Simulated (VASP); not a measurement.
A run of VASP 6.6.1 is set up as follows.

File INCAR:

```
ALGO     = Normal         # electronic algorithm
EDIFF    = 1E-7           # SCF threshold, eV
EDIFFG   = -0.02          # ionic threshold
ENCUT    = 600            # plane-wave cutoff, eV
GGA      = RE             # functional
IBRION   = 2              # ionic algorithm
ISIF     = 3              # what is computed and relaxed
ISMEAR   = -1             # smearing method
IVDW     = 12             # dispersion correction
LASPH    = T              # aspherical terms in the spheres
LCHARG   = F              # write CHGCAR
LREAL    = F              # projectors in reciprocal space
LWAVE    = F              # write WAVECAR
NELM     = 100            # most SCF steps
NSW      = 100            # ionic steps
PREC     = Accurate       # precision mode
SIGMA    = 0.1            # smearing width, eV
```

The input KPOINTS:

```
k-points
0
Gamma
  13 13 7
```

The input POSCAR:

```
Si
1.0
    2.4440000000      0.0000000000      0.0000000000
   -1.2220000000      2.1165660000      0.0000000000
    0.0000000000      0.0000000000      4.1520000000
Si
2
Direct
    0.3333333333      0.6666666667      0.2500000000
    0.6666666667      0.3333333333      0.7500000000
```

Potentials or basis: VASP PAW PBE potentials, release 64 (Si).

Run with:

```sh
$ cat potpaw_PBE.64/Si/POTCAR > POTCAR
$ mpirun -np 1 vasp_std > vasp.out
```

Q: What does it give for the relaxed cell?

A: a = 2.608 Å, b = 2.608 Å, c = 4.393 Å, α = 90.00°, β = 90.00°, γ = 120.00°.

Q: Predict the band gap on the k mesh.

A: Zero (bands 4 and 5 overlap by 12.80 eV).

Q: Predict the dispersion energy per atom.

A: -0.938 eV.

Final structure:
```cif
data_structure
_symmetry_space_group_name_H-M 'P 1'
_symmetry_Int_Tables_number 1
_cell_length_a 2.6080
_cell_length_b 2.6080
_cell_length_c 4.3932
_cell_angle_alpha 90.000
_cell_angle_beta 90.000
_cell_angle_gamma 120.000
_cell_volume 25.88
loop_
_atom_site_label
_atom_site_type_symbol
_atom_site_fract_x
_atom_site_fract_y
_atom_site_fract_z
_atom_site_occupancy
Si1 Si 0.33333 0.66667 0.25000 1
Si2 Si 0.66667 0.33333 0.75000 1
```

 Zero-point motion and thermal expansion aren't in these numbers.
